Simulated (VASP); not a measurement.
Here is a VASP 6.6.1 calculation.

File INCAR:

```
PREC = Accurate
ENCUT = 520
EDIFF = 1E-7
ISMEAR = -1
SIGMA = 0.1
LREAL = False
LASPH = True
NELM = 150
ALGO = Normal
ISIF = 2
LWAVE = False
LCHARG = False
ISPIN = 2
MAGMOM = 5.2 0
LORBIT = 11
LMAXMIX = 4
GGA = PS
NBANDS = 20
```

Contents of KPOINTS:

```
regular mesh
0
Gamma
  6 6 6
```

POSCAR

```
MnS
1.0
    0.0000000000      2.8000000000      2.8000000000
    2.8000000000      0.0000000000      2.8000000000
    2.8000000000      2.8000000000      0.0000000000
Mn S
1 1
Direct
   -0.0296902884      0.0299065203      0.0071422150
    0.2204401189      0.2805896081      0.2572914483
```

Potentials or basis: VASP PAW PBE potentials, release 64 (Mn_pv, S).

The run is started by

```console
$ cat potpaw_PBE.64/Mn_pv/POTCAR potpaw_PBE.64/S/POTCAR > POTCAR
$ mpirun -np 1 vasp_std > vasp.out
```

What does it give for the site moments?

Mn +4.26; S +0.07 μB.

Predict the net moment.

4.82 μB per cell.

Estimate the largest force.

0.016 eV/Å.

What does it give for the pressure?

-2.7 GPa.

Forces in eV/Å, atoms in the order of the input:
```
Mn   0.011  0.004  0.011
S   -0.011 -0.004 -0.011
```

Caveat: the PAW data sets were made with another functional, which shifts forces and pressure a little; a cell with one magnetic atom can't hold antiferromagnetic order, which such compounds often take.
